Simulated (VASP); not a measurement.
**BN: single point with PBEsol**

The system is BN.

```xyz
2
Lattice="1.2511 0.7223 3.3729 -1.2511 0.7223 3.3729 0.0000 -1.4447 3.3729" Properties=species:S:1:pos:R:3 pbc="T T T"
B     0.0000    0.0000   10.1155
N     0.0000    0.0000    3.3672
```

```json
{"Program": "VASP 6.6.1", "Task": "single point", "Functional": "PBEsol", "Potentials or basis": "VASP PAW PBE potentials, release 64 (B, N)", "Cutoff": "520 eV", "k mesh": "6 × 6 × 6", "Occupations": "gaussian, width 0.01 eV", "Spin": "no spin polarisation"}
```

```yaml
Pressure: 1.0 GPa
Band_gap_on_the_k_mesh: 4.18 eV, indirect (least direct gap 4.63 eV)
```

Forces in eV/Å, atoms in the order of the input:
```
B    0.000  0.000 -0.003
N    0.000  0.000  0.003
```

Stress tensor (GPa, compression positive):
```
1.34 0.00 0.00
0.00 1.34 0.00
0.00 0.00 0.35
```

Levels at points of the mesh, in eV from the valence-band top:
```tsv
k point	band 2	band 3	band 4	band 5	band 6	band 7
(0.00, 0.00, 0.00)	-4.20	-1.26	-1.26	4.97	11.64	11.64
(0.50, 0.00, 0.00)	-8.94	-4.06	-0.60	5.21	9.86	12.87
(0.50, 0.50, 0.00)	-8.82	-4.12	-1.19	4.18	9.85	14.06
(0.50, 0.50, 0.50)	-6.21	-1.28	-1.28	9.98	11.57	11.57
```

It took 13 s on 1 thread of Intel Xeon 8259CL, on a shared host, peak memory 0.15 GiB.

Caveat: the k points lie up to 0.49 Å⁻¹ apart; the PAW data sets were made with another functional, which shifts forces and pressure a little. A k mesh can miss the band edges.
